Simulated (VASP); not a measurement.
LiCd3, 4 atoms in the cell. Symmetry: P-6m2, No. 187, hexagonal system. Conventional cell: a = 3.164 Å, b = 3.164 Å, c = 9.351 Å, α = 90.00°, β = 90.00°, γ = 120.00°. Within 3.8 Å of Li (site symmetry -6m2) lie 6 Cd at 2.88 Å and 6 Li at 3.16 Å. Within 4.0 Å of Cd (site symmetry -6m2) lie 12 Cd at 3.05 to 3.16 Å. Within 3.8 Å of Cd (site symmetry 3m) lie 3 Li at 2.88 Å and 9 Cd at 3.05 to 3.16 Å. 

* Program: VASP 6.6.1
* Task: single point
* Functional: r2SCAN
* Potentials or basis: VASP PAW PBE potentials, release 64 (Li_sv, Cd)
* Cutoff: 520 eV
* k mesh: 8 × 8 × 2
* Occupations: gaussian, width 0.05 eV
* Spin: no spin polarisation
* Dipole correction: no
* Further INCAR settings: ALGO = Normal; EDIFF = 1e-06; NBANDS = 28

Potentials or basis: VASP PAW PBE potentials, release 64 (Li_sv, Cd).

The run is started by

```console
$ cat potpaw_PBE.64/Li_sv/POTCAR potpaw_PBE.64/Cd/POTCAR > POTCAR
$ cp INCAR.step1 INCAR
$ mpirun -np 1 vasp_std > vasp.out
$ cp INCAR.step2 INCAR
$ mpirun -np 1 vasp_std > vasp.out
```

Hardware: 1 thread of Intel(R) Xeon(R) 6975P-C (Granite Rapids), with other jobs on the host.

Q: How long does it take, and how much memory?

A: Run time: 96 s on 1 thread of Intel(R) Xeon(R) 6975P-C (Granite Rapids) (shared host), peak memory 0.21 GiB. Counts: k points 20.
